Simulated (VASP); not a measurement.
Wanted: the native input for a VASP 6.6.1 run.

* Task: dielectric tensor
* Functional: LDA
* Potentials or basis: VASP PAW LDA potentials, release 64 (I, Cu)
* Cutoff: 520 eV
* k mesh: 8 × 8 × 8
* Occupations: gaussian, width 0.01 eV
* Spin: no spin polarisation
* Dipole correction: no
* Further INCAR settings: ALGO = Normal; EDIFF = 1e-08

The structure of CuI (Marshite) lies in POSCAR:

```
CuI
1.0
    0.0000000000      3.0315000000      3.0315000000
    3.0315000000      0.0000000000      3.0315000000
    3.0315000000      3.0315000000      0.0000000000
I Cu
1 1
Direct
    0.0000000000      0.0000000000      0.0000000000
    0.7500000000      0.7500000000      0.7500000000
```

The input as run:

INCAR

```
  PREC = Accurate
  ENCUT = 520
  EDIFF = 1E-8
  ISMEAR = 0
  SIGMA = 0.01
  LREAL = F
  LASPH = T
  NELM = 60
  ALGO = Normal
  ISIF = 2
  LWAVE = F
  LCHARG = F
  LEPSILON = T
```

KPOINTS

```
Automatic mesh
0
Gamma
  8 8 8
```

Potentials or basis: VASP PAW LDA potentials, release 64 (I, Cu).

Launch:

```console
$ cat potpaw_LDA.64/I/POTCAR potpaw_LDA.64/Cu/POTCAR > POTCAR
$ mpirun -np 1 vasp_std > vasp.out
```

Results of the run:

| Quantity | Value |
| --- | --- |
| Band gap on the k mesh | 1.00 eV, direct |
| Electronic dielectric tensor (diagonal) | 6.91 |
| Born charges (mean of the diagonal) | I -1.15; Cu +1.15 e |

Caveat: spin-orbit coupling is left out, which moves the levels of the heavy elements.

It took 6.1 min on 1 thread of Intel(R) Xeon(R) Platinum 8488C (Sapphire Rapids), on a shared host, peak memory 0.31 GiB.
